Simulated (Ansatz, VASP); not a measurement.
## SrTl: VASP beside Ansatz

INCAR

```
SYSTEM = SrTl
ALGO = Fast ; EDIFF = 1E-6
ENCUT = 520 ; GGA = CA
ISIF = 2 ; ISMEAR = 0
LASPH = .TRUE. ; LCHARG = .FALSE.
LREAL = .FALSE. ; LWAVE = .FALSE.
NBANDS = 18 ; NELM = 60
PREC = Accurate ; SIGMA = 0.15
```

Contents of KPOINTS:

```
k-points
0
G
  12 12 12
  0 0 0
```

POSCAR

```
SrTl
1.0
    4.0320000000      0.0000000000      0.0000000000
    0.0000000000      4.0320000000      0.0000000000
    0.0000000000      0.0000000000      4.2336000000
Sr Tl
1 1
Direct
    0.0000000000      0.0000000000      0.0000000000
    0.5000000000      0.5000000000      0.5000000000
```

Input for Ansatz:

```yaml
crystal:
  lattice:
    - [4.032, 0.0, 0.0]
    - [0.0, 4.032, 0.0]
    - [0.0, 0.0, 4.2336]
  atoms:
    - { symbol: Sr, position: [0.0, 0.0, 0.0] }
    - { symbol: Tl, position: [0.5, 0.5, 0.5] }
basis:
  ecutwfc: 420
kpoints:
  mp_grid: { grid: [12, 12, 12] }
hamiltonian:
  xc: lda
scf:
  occupations: { method: gaussian, width: 0.15 }
output:
  forces: true
  stress: true
  eigenvalues: true
```

Change from the starting cell: strain +0.000 along x and y, +0.050 along z, atoms carried along.

Alike in both runs: task single point; functional LDA; k mesh 12 × 12 × 12; occupations gaussian, width 0.15 eV; no spin polarisation.

|  | VASP | Ansatz |
| --- | --- | --- |
| version | VASP 6.6.1 | Ansatz 0.2.0 |
| potentials or method | VASP PAW LDA potentials, release 64 (Sr_sv, Tl_d), cutoff 520 eV | scalar-relativistic, plane waves, PAW |
| valence electrons in the cell | 23 | 23 |

```tsv
	VASP	Ansatz	Ansatz less VASP
gap on the k mesh at the Fermi level (eV)	none	none	-
pressure (GPa)	-2.9	-3.0	-0.05
traceless stress, the component that is largest in VASP (GPa)	-0.38	-0.37	+0.002
```

LDA's correlation is that of Perdew and Zunger in VASP and of Perdew and Wang (1992) in Ansatz. A gap of «none» marks a metal or a gap that the smearing closes.

Spin-orbit coupling is off throughout.
